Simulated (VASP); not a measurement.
Fe: single point with PBE

Crystal: Fe.

```xyz
1
Lattice="-1.4315 1.4315 1.4315 1.4315 -1.4315 1.4315 1.4315 1.4315 -1.4315" Properties=species:S:1:pos:R:3 pbc="T T T"
Fe    0.0000    0.0000    0.0000
```

```yaml
Program: VASP 6.6.1
Task: single point
Functional: PBE
Potentials_or_basis: VASP PAW PBE potentials, release 64 (Fe)
Cutoff: 600 eV
k_mesh: 8 × 8 × 8
Occupations: methfessel-paxton, width 0.136057 eV
Spin: collinear spin, ferromagnetic start
Starting_moments: "[4.0] μB"
```

The pressure is -3.3 GPa, the net moment is 2.36 μB per cell and the site moments are Fe +2.36 μB. The valence electrons inside the program's atomic spheres are Fe 7.20.

Levels at points of the mesh, in eV from the Fermi level:
Spin up:
| k point | band 1 | band 2 | band 3 | band 4 | band 5 | band 6 | band 7 | band 8 | band 9 | band 10 |
| --- | --- | --- | --- | --- | --- | --- | --- | --- | --- | --- |
| (0.00, 0.00, 0.00) | -8.21 | -2.27 | -2.27 | -2.27 | -1.07 | -1.07 | 24.75 | 24.75 | 24.75 | 29.64 |
| (0.50, 0.00, 0.00) | -4.74 | -3.30 | -1.02 | -0.89 | 0.28 | 0.57 | 7.07 | 18.14 | 19.73 | 23.03 |
| (0.50, 0.50, 0.50) | -4.63 | -4.63 | 0.02 | 0.02 | 0.02 | 9.73 | 9.73 | 9.73 | 15.36 | 15.36 |
Spin down:
| k point | band 1 | band 2 | band 3 | band 4 | band 5 | band 6 | band 7 |
| --- | --- | --- | --- | --- | --- | --- | --- |
| (0.00, 0.00, 0.00) | -8.05 | -0.14 | -0.14 | -0.14 | 1.77 | 1.77 | 24.45 |
| (0.50, 0.00, 0.00) | -3.37 | -1.38 | 0.65 | 1.65 | 2.01 | 2.75 | 8.55 |
| (0.50, 0.50, 0.50) | -2.76 | -2.76 | 2.45 | 2.45 | 2.45 | 10.03 | 10.03 |

It took 32 s on 1 thread of Intel Xeon 8259CL, on a shared host, peak memory 0.13 GiB.

Caveat: the k points lie up to 0.39 Å⁻¹ apart.
